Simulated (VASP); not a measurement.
A run of VASP 6.6.1 is set up as follows.

INCAR

```
SYSTEM = ScAl3
ALGO = Normal ; EDIFF = 1E-6
ENCUT = 520 ; GGA = PS
ISIF = 2 ; ISMEAR = -1
LASPH = .True. ; LCHARG = .False.
LREAL = .False. ; LWAVE = .False.
NBANDS = 18 ; NELM = 60
PREC = Accurate ; SIGMA = 0.1
```

KPOINTS

```
k-points
0
Gamma
  7 7 7
  0 0 0
```

The input POSCAR:

```
ScAl3
1.0
    4.1416001031      0.0000000000      0.0000000000
    0.0000000000      4.1416001031      0.0000000000
    0.0000000000      0.0000000000      4.1416001031
Sc Al
1 3
Direct
    0.0000000000      0.0000000000      0.0000000000
    0.5000000000      0.0000000000      0.5000000000
    0.0000000000      0.5000000000      0.5000000000
    0.5000000000      0.5000000000      0.0000000000
```

Potentials or basis: VASP PAW PBE potentials, release 64 (Sc_sv, Al).

Command:

```sh
$ cat potpaw_PBE.64/Sc_sv/POTCAR potpaw_PBE.64/Al/POTCAR > POTCAR
$ mpirun -np 1 vasp_std > vasp.out
```

What does it give for the band gap on the k mesh?

Zero (band 10 reaches 7.70 eV, above the bottom of band 11 at 4.23 eV).

Estimate the pressure.

-4.1 GPa.

Caveat: the PAW data sets were made with another functional, which shifts forces and pressure a little.
